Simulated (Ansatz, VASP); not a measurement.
**WS2 in VASP and in Ansatz**

```
CELL_PARAMETERS angstrom
4.35206 0.00000 0.00000
-2.17603 3.76900 0.00000
0.00000 0.00000 2.96513
ATOMIC_POSITIONS crystal
W 0.00000 0.00000 0.50000
S 0.33333 0.66667 0.50000
S 0.66667 0.33333 0.50000
```

Alike in both runs: functional PBE; k mesh 12 × 12 × 10; occupations gaussian, width 0.1 eV; collinear spin.

Ansatz relaxed the structure, and its values are those at the end. VASP's run is a single point on that final structure, the one shown.

|  | VASP | Ansatz |
| --- | --- | --- |
| version | VASP 6.6.1 | Ansatz 0.2.0 |
| potentials or method | VASP PAW PBE potentials, release 64 (W_sv, S), cutoff 520 eV | scalar-relativistic, plane waves, PAW |
| valence electrons in the cell | 26 | 26 |

|  | VASP | Ansatz | Ansatz less VASP |
| --- | --- | --- | --- |
| gap on the k mesh at the Fermi level (eV) | none | none | - |
| pressure (GPa) | 0.0 | 0.0 | +0.02 |
| net moment per atom (μB) | 0.00 | 0.00 | 0.000 |

A gap of «none» marks a metal or a gap that the smearing closes. The functional is the same, so the differences come from potentials, cutoffs and numerics. Ansatz's warnings: seeded moment not kept.

Spin-orbit coupling is off throughout.
